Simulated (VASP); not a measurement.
# BAs (F-43m) in VASP: a series of runs, part 2 of 2

VASP 6.6.1. The steps go on from the part before.

### 4 Single point, PBE0

This run uses another cell than the first one, of 13.63 Å³/atom.

POSCAR

```
BAs
1.0
    0.0000000000      2.3885000000      2.3885000000
    2.3885000000      0.0000000000      2.3885000000
    2.3885000000      2.3885000000      0.0000000000
As B
1 1
Direct
    0.7500000000      0.7500000000      0.7500000000
    0.0000000000      0.0000000000      0.0000000000
```

INCAR.step1

```
  PREC = Accurate
  ENCUT = 520
  EDIFF = 1E-5
  ISMEAR = -1
  SIGMA = 0.05
  LREAL = F
  LASPH = T
  NELM = 100
  ALGO = Normal
  ISIF = 2
  LWAVE = T
  GGA = PE
  NBANDS = 11
```

INCAR.step2

```
  PREC = Accurate
  ENCUT = 520
  EDIFF = 1E-7
  ISMEAR = -1
  SIGMA = 0.05
  LREAL = F
  LASPH = T
  NELM = 100
  ALGO = Normal
  ISIF = 2
  LWAVE = F
  LCHARG = T
  GGA = PE
  LHFCALC = T
  AEXX = 0.25
  PRECFOCK = Normal
  LELF = T
  LVHAR = T
  ISTART = 1
  NBANDS = 11
```

KPOINTS

```
Automatic mesh
0
Gamma
  5 5 5
```

Potentials or basis: VASP PAW PBE potentials, release 64 (As, B).

Command:

```sh
cat potpaw_PBE.64/As/POTCAR potpaw_PBE.64/B/POTCAR > POTCAR
cp INCAR.step1 INCAR
mpirun -np 1 vasp_std > vasp.out
cp INCAR.step2 INCAR
mpirun -np 1 vasp_std > vasp.out
```

OUTCAR:

```text
PREC = Accurate
   ENCUT = 520
   EDIFF = 1E-7
   ISMEAR = -1
   LREAL = F
   LASPH = T
   NELM = 100
   ISIF = 2
   GGA = PE
   LHFCALC = T
   AEXX = 0.25
   PRECFOCK = Normal
   ISTART = 1

 ion  position               nearest neighbor table
   1  0.750  0.750  0.750-   2 2.07   2 2.07   2 2.07   2 2.07
   2  0.000  0.000  0.000-   1 2.07   1 2.07   1 2.07   1 2.07

  LATTYP: Found a face centered cubic cell.
 ALAT       =     4.7770000000

  Lattice vectors:

 A1 = (   0.0000000000,   2.3885000000,   2.3885000000)
 A2 = (   2.3885000000,   0.0000000000,   2.3885000000)
 A3 = (   2.3885000000,   2.3885000000,   0.0000000000)

Analysis of symmetry for initial positions (statically):
=====================================================================
 Subroutine PRICEL returns:
 Original cell was already a primitive cell.

 Routine SETGRP: Setting up the symmetry group for a
 face centered cubic supercell.

 Subroutine GETGRP returns: Found 24 space group operations
 (whereof 24 operations were pure point group operations)
 out of a pool of 48 trial point group operations.
[... 164 lines left out ...]
  band No.  band energies     occupation
      1     -11.6652      2.00000
      2       5.3497      2.00000
      3       5.3497      2.00000
      4       5.3497      2.00000
      5      10.2022      0.00000
      6      10.2022      0.00000
      7      10.2022      0.00000
      8      11.9896      0.00000
      9      16.7238      0.00000
     10      20.1657      0.00000
     11      20.1657      0.00000
[... 113 lines left out ...]
 k-point    10 :      -0.4000    0.4000    0.2000
  band No.  band energies     occupation
      1      -7.5194      2.00000
      2      -3.1564      2.00000
      3      -0.6442      2.00000
      4       0.8049      2.00000
      5      11.4296      0.00000
      6      12.3711      0.00000
      7      13.2696      0.00000
      8      17.1699      0.00000
      9      18.5219      0.00000
     10      21.6300      0.00000
     11      24.2890      0.00000

------------------------ aborting loop because EDIFF is reached ----------------------------------------

  FORCE on cell =-STRESS in cart. coord.  units (eV):
  Direction    XX          YY          ZZ          XY          YZ          ZX
  --------------------------------------------------------------------------------------
  -------------------------------------------------------------------------------------
  Total       -0.1004067     -0.1004067     -0.1004067      0.0000000      0.0000000      0.0000000
  in kB       -5.9029297     -5.9029297     -5.9029297      0.0000000      0.0000000      0.0000000
  external PRESSURE =      -5.9029297 kB  Pullay stress =       0.0000000 kB

 VOLUME and BASIS-vectors are now :
 -----------------------------------------------------------------------------
  energy-cutoff  :      520.00
  volume of cell :       27.25
      direct lattice vectors                 reciprocal lattice vectors
     0.000000000  2.388500000  2.388500000    -0.209336404  0.209336404  0.209336404
     2.388500000  0.000000000  2.388500000     0.209336404 -0.209336404  0.209336404
     2.388500000  2.388500000  0.000000000     0.209336404  0.209336404 -0.209336404

 POSITION                                       TOTAL-FORCE (eV/Angst)
 -----------------------------------------------------------------------------------
      3.58275      3.58275      3.58275        -0.000000     -0.000000     -0.000000
      0.00000      0.00000      0.00000         0.000000      0.000000      0.000000
 -----------------------------------------------------------------------------------
    total drift:                                0.000000      0.000000      0.000000

  FREE ENERGIE OF THE ION-ELECTRON SYSTEM (eV)
  ---------------------------------------------------
  free  energy   TOTEN  =       -14.1508335919 eV

  energy  without entropy=      -14.1508335918  energy(sigma->0) =      -14.15083359
```

OUTCAR.step1:

```text
PREC = Accurate
   ENCUT = 520
   EDIFF = 1E-5
   ISMEAR = -1
   LREAL = F
[... 345 lines left out ...]
      3.58275      3.58275      3.58275         0.000000      0.000000      0.000000
      0.00000      0.00000      0.00000        -0.000000     -0.000000     -0.000000
 -----------------------------------------------------------------------------------
    total drift:                                0.000000      0.000000      0.000000

  FREE ENERGIE OF THE ION-ELECTRON SYSTEM (eV)
  ---------------------------------------------------
  free  energy   TOTEN  =       -11.3504465782 eV

  energy  without entropy=      -11.3504458599  energy(sigma->0) =      -11.35044622
```

Run time: 5.1 min. Hardware: 1 thread of Intel Xeon 8259CL, shared host; peak memory 0.17 GiB.

What came out:

| Quantity | Value |
| --- | --- |
| Free energy | -14.1508 eV |
| Pressure | -0.6 GPa |
| Band gap on the k mesh | 2.58 eV (least direct gap 4.85 eV) |

Levels at points of the mesh, in eV from the valence-band top:
```tsv
k point	band 1	band 2	band 3	band 4	band 5	band 6	band 7	band 8
(0.00, 0.00, 0.00)	-17.01	0.00	0.00	0.00	4.85	4.85	4.85	6.64
```

Caveat: the k points lie up to 0.46 Å⁻¹ apart; the PAW data sets were made with another functional, which shifts forces and pressure a little; an odd mesh through Γ misses points on the zone boundary, where band edges can lie.

### 5 Single point, PBE0

This run uses another cell than the first one, of 13.90 Å³/atom.

POSCAR

```
BAs
1.0
    0.0000000000      2.4043183418      2.4043183418
    2.4043183418      0.0000000000      2.4043183418
    2.4043183418      2.4043183418      0.0000000000
As B
1 1
Direct
    0.7500000000      0.7500000000      0.7500000000
    0.0000000000      0.0000000000      0.0000000000
```

INCAR.step1

```
PREC = Accurate
ENCUT = 520
EDIFF = 1E-5
ISMEAR = -1
SIGMA = 0.05
LREAL = F
LASPH = T
NELM = 80
ALGO = Normal
ISIF = 2
LWAVE = T
LCHARG = F
GGA = PE
NBANDS = 11
```

INCAR.step2

```
PREC = Accurate
ENCUT = 520
EDIFF = 1E-6
ISMEAR = -1
SIGMA = 0.05
LREAL = F
LASPH = T
NELM = 80
ALGO = Normal
ISIF = 2
LWAVE = F
LCHARG = F
GGA = PE
LHFCALC = T
AEXX = 0.25
PRECFOCK = Normal
ISTART = 1
NBANDS = 11
```

KPOINTS is that of step 4.

Potentials or basis: VASP PAW PBE potentials, release 64 (As, B).

Command:

```sh
cat potpaw_PBE.64/As/POTCAR potpaw_PBE.64/B/POTCAR > POTCAR
cp INCAR.step1 INCAR
mpirun -np 1 vasp_std > vasp.out
cp INCAR.step2 INCAR
mpirun -np 1 vasp_std > vasp.out
```

OUTCAR:

```text
PREC = Accurate
   ENCUT = 520
   EDIFF = 1E-6
   ISMEAR = -1
   LREAL = F
   LASPH = T
   NELM = 80
   ISIF = 2
   GGA = PE
   LHFCALC = T
   AEXX = 0.25
   PRECFOCK = Normal
   ISTART = 1

 ion  position               nearest neighbor table
   1  0.750  0.750  0.750-   2 2.08   2 2.08   2 2.08   2 2.08
   2  0.000  0.000  0.000-   1 2.08   1 2.08   1 2.08   1 2.08

  LATTYP: Found a face centered cubic cell.
 ALAT       =     4.8086366836

  Lattice vectors:

 A1 = (   0.0000000000,   2.4043183418,   2.4043183418)
 A2 = (   2.4043183418,   0.0000000000,   2.4043183418)
 A3 = (   2.4043183418,   2.4043183418,   0.0000000000)

Analysis of symmetry for initial positions (statically):
=====================================================================
 Subroutine PRICEL returns:
 Original cell was already a primitive cell.

 Routine SETGRP: Setting up the symmetry group for a
 face centered cubic supercell.

 Subroutine GETGRP returns: Found 24 space group operations
 (whereof 24 operations were pure point group operations)
 out of a pool of 48 trial point group operations.

The static configuration has the point symmetry T_d .

Analysis of symmetry for dynamics (positions and initial velocities):
=====================================================================
 Subroutine PRICEL returns:
 Original cell was already a primitive cell.

 Routine SETGRP: Setting up the symmetry group for a
 face centered cubic supercell.

 Subroutine GETGRP returns: Found 24 space group operations
 (whereof 24 operations were pure point group operations)
 out of a pool of 48 trial point group operations.

The dynamic configuration has the point symmetry T_d .

 Subroutine INISYM returns: Found 24 space group operations
 (whereof 24 operations are pure point group operations),
 and found     1 'primitive' translations

[... 110 lines left out ...]
   NKREDZ  =     1    reduce k-point grid by
   AEXX    =    0.2500 exact exchange contribution
   HFSCREEN=    0.0000 screening length (either q_TF or 0.3 A-1)
   HFSCREENC=   0.0000 screening length for correlation (either q_TF or 0.3 A-1)
   ENCUTFOCK=  -1.0 apply spherical cutoff to Coloumb kernel
   IVDW    =     0    specifies the selected vdW correction
   LEPSILON=     F    determine dielectric tensor
   LRPA    =     F    only Hartree local field effects (RPA)
 non-spin polarized calculation
  energy-cutoff  :      520.00
  volume of cell :       27.80
 maximum number of plane-waves:       763
 NGX is ok and might be reduce to    28
  NGX = 20; NGY = 20; NGZ = 20

 number of electron       8.0000000 magnetization

 Free energy of the ion-electron system (eV)
  ---------------------------------------------------
  ext. energy  EPLUGINS =         0.00000000
  ---------------------------------------------------
  free energy    TOTEN  =       -14.14417015 eV

  energy without entropy =      -14.14417015  energy(sigma->0) =      -14.14417015

 E-fermi :   6.2491     XC(G=0):  -8.2917

 val. band max:        5.1344381104   @ k =   0.0000   0.0000   0.0000
 cond. band min:       7.7273950804   @ k =   0.4000   0.4000   0.0000
 fundamental gap:      2.5929569700
 Fermi energy:         6.2490632533

 k-point     1 :       0.0000    0.0000    0.0000
  band No.  band energies     occupation
      1     -11.6894      2.00000
      2       5.1344      2.00000
      3       5.1344      2.00000
      4       5.1344      2.00000
      5       9.9603      0.00000
      6       9.9603      0.00000
      7       9.9603      0.00000
      8      11.5009      0.00000
      9      16.4016      0.00000
     10      19.8645      0.00000
     11      19.8645      0.00000
[... 113 lines left out ...]
 k-point    10 :      -0.4000    0.4000    0.2000
  band No.  band energies     occupation
      1      -7.6369      2.00000
      2      -3.2872      2.00000
      3      -0.7364      2.00000
      4       0.6877      2.00000
      5      11.1879      0.00000
      6      12.1123      0.00000
      7      12.9473      0.00000
      8      16.7960      0.00000
      9      18.1762      0.00000
     10      21.2422      0.00000
     11      23.8253      0.00000

------------------------ aborting loop because EDIFF is reached ----------------------------------------

  FORCE on cell =-STRESS in cart. coord.  units (eV):
  Direction    XX          YY          ZZ          XY          YZ          ZX
  --------------------------------------------------------------------------------------
  -------------------------------------------------------------------------------------
  Total       -0.5853820     -0.5853820     -0.5853820      0.0000000      0.0000000      0.0000000
  in kB      -33.7399183    -33.7399183    -33.7399183      0.0000000      0.0000000      0.0000000
  external PRESSURE =     -33.7399183 kB  Pullay stress =       0.0000000 kB

 VOLUME and BASIS-vectors are now :
 -----------------------------------------------------------------------------
  energy-cutoff  :      520.00
  volume of cell :       27.80
      direct lattice vectors                 reciprocal lattice vectors
     0.000000000  2.404318342  2.404318342    -0.207959151  0.207959151  0.207959151
     2.404318342  0.000000000  2.404318342     0.207959151 -0.207959151  0.207959151
     2.404318342  2.404318342  0.000000000     0.207959151  0.207959151 -0.207959151

 POSITION                                       TOTAL-FORCE (eV/Angst)
 -----------------------------------------------------------------------------------
      3.60648      3.60648      3.60648        -0.000000     -0.000000     -0.000000
      0.00000      0.00000      0.00000         0.000000      0.000000      0.000000
 -----------------------------------------------------------------------------------
    total drift:                                0.000000      0.000000      0.000000

  FREE ENERGIE OF THE ION-ELECTRON SYSTEM (eV)
  ---------------------------------------------------
  free  energy   TOTEN  =       -14.1441701497 eV

  energy  without entropy=      -14.1441701497  energy(sigma->0) =      -14.14417015
```

OSZICAR.step1:

```text
N       E                     dE             d eps       ncg     rms          rms(c)
DAV:   1     0.154892238918E+02    0.15489E+02   -0.36530E+03   220   0.627E+02
DAV:   2    -0.111371435733E+02   -0.26626E+02   -0.24955E+02   285   0.111E+02
DAV:   3    -0.119700356963E+02   -0.83289E+00   -0.83124E+00   271   0.180E+01
DAV:   4    -0.119721573569E+02   -0.21217E-02   -0.21216E-02   261   0.107E+00
DAV:   5    -0.119721599534E+02   -0.25964E-05   -0.25961E-05   250   0.369E-02    0.482E+00
DAV:   6    -0.114205248255E+02    0.55164E+00   -0.15685E+00   235   0.501E+00    0.235E+00
DAV:   7    -0.113640785202E+02    0.56446E-01   -0.17829E-01   253   0.208E+00    0.974E-01
DAV:   8    -0.113574133083E+02    0.66652E-02   -0.20720E-02   244   0.815E-01    0.100E-01
DAV:   9    -0.113577605680E+02   -0.34726E-03   -0.79494E-04   238   0.161E-01    0.593E-02
DAV:  10    -0.113579379058E+02   -0.17734E-03   -0.21483E-04   234   0.891E-02    0.120E-02
DAV:  11    -0.113579443340E+02   -0.64282E-05   -0.58302E-06   237   0.162E-02
   1 F= -.11357944E+02 E0= -.11357944E+02  d E =-.594561E-06
```

Wall time 4.5 min (1 thread of Intel Xeon 8259CL, shared host); peak memory 0.17 GiB.

What came out:

* Free energy: -14.1442 eV
* Pressure: -3.4 GPa
* Band gap on the k mesh: 2.59 eV (least direct gap 4.83 eV)

Levels at points of the mesh, in eV from the valence-band top:
| k point | band 1 | band 2 | band 3 | band 4 | band 5 | band 6 | band 7 | band 8 |
| --- | --- | --- | --- | --- | --- | --- | --- | --- |
| (0.00, 0.00, 0.00) | -16.82 | 0.00 | 0.00 | 0.00 | 4.83 | 4.83 | 4.83 | 6.37 |

Caveat: the k points lie up to 0.45 Å⁻¹ apart; the PAW data sets were made with another functional, which shifts forces and pressure a little; an odd mesh through Γ misses points on the zone boundary, where band edges can lie.

### 6 Single point, PBE0

This run uses another cell than the first one, of 14.17 Å³/atom.

POSCAR

```
BAs
1.0
    0.0000000000      2.4199312360      2.4199312360
    2.4199312360      0.0000000000      2.4199312360
    2.4199312360      2.4199312360      0.0000000000
As B
1 1
Direct
    0.7500000000      0.7500000000      0.7500000000
    0.0000000000      0.0000000000      0.0000000000
```

INCAR.step1

```
SYSTEM = BAs
PREC     = Accurate       ! precision mode
ENCUT    = 520            ! plane-wave cutoff, eV
EDIFF    = 1E-5           ! SCF threshold, eV
ISMEAR   = -1             ! smearing method
SIGMA    = 0.05           ! smearing width, eV
LREAL    = .FALSE.        ! projectors in reciprocal space
LASPH    = .TRUE.         ! aspherical terms in the spheres
NELM     = 100            ! most SCF steps
ALGO     = Normal         ! electronic algorithm
ISIF     = 2              ! what is computed and relaxed
LWAVE    = .TRUE.         ! write WAVECAR
LCHARG   = .FALSE.        ! write CHGCAR
GGA      = PE             ! functional
NBANDS   = 11             ! bands
```

INCAR.step2

```
SYSTEM = BAs
PREC     = Accurate       ! precision mode
ENCUT    = 520            ! plane-wave cutoff, eV
EDIFF    = 1E-6           ! SCF threshold, eV
ISMEAR   = -1             ! smearing method
SIGMA    = 0.05           ! smearing width, eV
LREAL    = .FALSE.        ! projectors in reciprocal space
LASPH    = .TRUE.         ! aspherical terms in the spheres
NELM     = 100            ! most SCF steps
ALGO     = Normal         ! electronic algorithm
ISIF     = 2              ! what is computed and relaxed
LWAVE    = .FALSE.        ! write WAVECAR
LCHARG   = .FALSE.        ! write CHGCAR
GGA      = PE             ! functional
LHFCALC  = .TRUE.         ! exact exchange
AEXX     = 0.25           ! exact-exchange fraction
PRECFOCK = Normal       
ISTART   = 1            
NBANDS   = 11             ! bands
```

KPOINTS

```
Automatic mesh
0
G
  5 5 5
  0 0 0
```

Potentials or basis: VASP PAW PBE potentials, release 64 (As, B).

Command:

```sh
cat potpaw_PBE.64/As/POTCAR potpaw_PBE.64/B/POTCAR > POTCAR
cp INCAR.step1 INCAR
mpirun -np 1 vasp_std > vasp.out
cp INCAR.step2 INCAR
mpirun -np 1 vasp_std > vasp.out
```

Run time: 4.7 min. Hardware: 1 thread of Intel Xeon 8259CL, shared host; peak memory 0.17 GiB.

Results (log left out):

| Property | Result |
| --- | --- |
| Free energy | -14.1285 eV |
| Pressure | -5.9 GPa |
| Band gap on the k mesh | 2.61 eV (least direct gap 4.80 eV) |

Levels at points of the mesh, in eV from the valence-band top:
| k point | band 1 | band 2 | band 3 | band 4 | band 5 | band 6 | band 7 | band 8 | band 9 |
| --- | --- | --- | --- | --- | --- | --- | --- | --- | --- |
| (0.00, 0.00, 0.00) | -16.64 | 0.00 | 0.00 | 0.00 | 4.80 | 4.80 | 4.80 | 6.10 | 11.16 |

Caveat: the k points lie up to 0.45 Å⁻¹ apart; the PAW data sets were made with another functional, which shifts forces and pressure a little; an odd mesh through Γ misses points on the zone boundary, where band edges can lie.

### 7 The runs side by side

| cell | gap on the mesh (eV) | pressure (GPa) |
| --- | --- | --- |
| a = 3.332 Å, angles 60.0°, 2 atoms | 2.54 | 5.9 |
| a = 3.355 Å, angles 60.0°, 2 atoms | 2.56 | 2.5 |
| a = 3.378 Å, angles 60.0°, 2 atoms | 2.58 | -0.6 |
| a = 3.400 Å, angles 60.0°, 2 atoms | 2.59 | -3.4 |
| a = 3.422 Å, angles 60.0°, 2 atoms | 2.61 | -5.9 |

Alike in all rows: task single point; level PBE0; potentials or basis VASP PAW PBE potentials, release 64 (As, B); no spin polarisation; k mesh 5 × 5 × 5; cutoff (eV) 520; smearing fermi-dirac 0.05 eV.

Caveats: all runs use coarse meshes; the PAW data sets were made with another functional, which shifts forces and pressure a little; an odd mesh through Γ misses points on the zone boundary, where band edges can lie.

Total energies depend on the potentials used, so only differences within one code and one set of settings carry meaning.
